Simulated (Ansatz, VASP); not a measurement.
# Two plane-wave programs on Tl

```
Tl
1.0
    -2.02712    2.02712    1.98737
     2.02712   -2.02712    1.98737
     2.02712    2.02712   -1.98737
Tl
1
Direct
  0.00000 0.00000 0.00000
```

Change from the starting cell: x and y stretched by +2 %, z held, PAW files.

Alike in both runs: task electric field gradients; functional PBE; k mesh 12 × 12 × 12; occupations fermi-dirac, width 0.05 eV; no spin polarisation.

|  | VASP | Ansatz |
| --- | --- | --- |
| version | VASP 6.6.1 | Ansatz 0.2.0 |
| potentials or method | VASP PAW PBE potentials, release 64 (Tl_d) | PAW with Ansatz's default frozen-core files, scalar-relativistic |
| plane-wave cutoff (eV) | 520 | 420 |
| valence electrons in the cell | 13 | 13 |

```tsv
	VASP	Ansatz	Ansatz less VASP
pressure (GPa)	-1.0	-0.9	+0.05
traceless stress, the component that is largest in VASP (GPa)	-0.18	-0.18	0.000
size of Vzz on the site where it differs most (V/Å²)	0.2	0.3	+0.03
```

Spin-orbit coupling is off throughout.
